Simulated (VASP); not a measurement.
Wanted: the native input for a VASP 6.6.1 run.

| Quantity | Value |
| --- | --- |
| Task | single point |
| Functional | PBE |
| Potentials or basis | VASP PAW PBE potentials, release 64 (Hf_pv, Ta_pv, N) |
| Cutoff | 520 eV |
| k mesh | 6 × 6 × 4 |
| Occupations | gaussian, width 0.1 eV |
| Spin | no spin polarisation |
| Dipole correction | no |
| Further INCAR settings | ALGO = Normal; EDIFF = 1e-06; NBANDS = 32 |

The structure of Hf2TaN3 lies in POSCAR:

```
Hf2TaN3
1.0
    4.4933664600      0.0000000000      0.0000000000
   -2.2466832300      3.8913695100      0.0000000000
    0.0000000000      0.0000000000      4.9214846100
Hf Ta N
2 1 3
Direct
    0.3333333300      0.6666666700      0.5000000000
    0.6666666700      0.3333333300      0.5000000000
    0.0000000000      0.0000000000      0.0000000000
    0.3333333300      0.6666666700      0.0000000000
    0.6666666700      0.3333333300      0.0000000000
    0.0000000000      0.0000000000      0.5000000000
```

The cell was generated, and may not be a known phase.

One way to write it, as run:

INCAR

```
ALGO = Normal ; EDIFF = 1E-6
ENCUT = 520 ; GGA = PE
ISIF = 2 ; ISMEAR = 0
LASPH = True ; LCHARG = False
LREAL = False ; LWAVE = False
NBANDS = 32 ; NELM = 60
PREC = Accurate ; SIGMA = 0.1
```

KPOINTS

```
k-points
0
Gamma
  6 6 4
```

Potentials or basis: VASP PAW PBE potentials, release 64 (Hf_pv, Ta_pv, N).

Run with:

```sh
$ cat potpaw_PBE.64/Hf_pv/POTCAR potpaw_PBE.64/Ta_pv/POTCAR potpaw_PBE.64/N/POTCAR > POTCAR
$ mpirun -np 1 vasp_std > vasp.out
```

It gave:

```
Pressure               : -25.1 GPa
Band gap on the k mesh : zero (bands 23 and 24 overlap by 1.33 eV)
```

Caveat: the stress differs along the axes, from -61 to -7 GPa; spin-orbit coupling is left out, which moves the levels of the heavy elements.

It took 52 s on 1 thread of AMD EPYC 9R45 96-Core Processor (Zen 5) (shared host), peak memory 0.21 GiB.
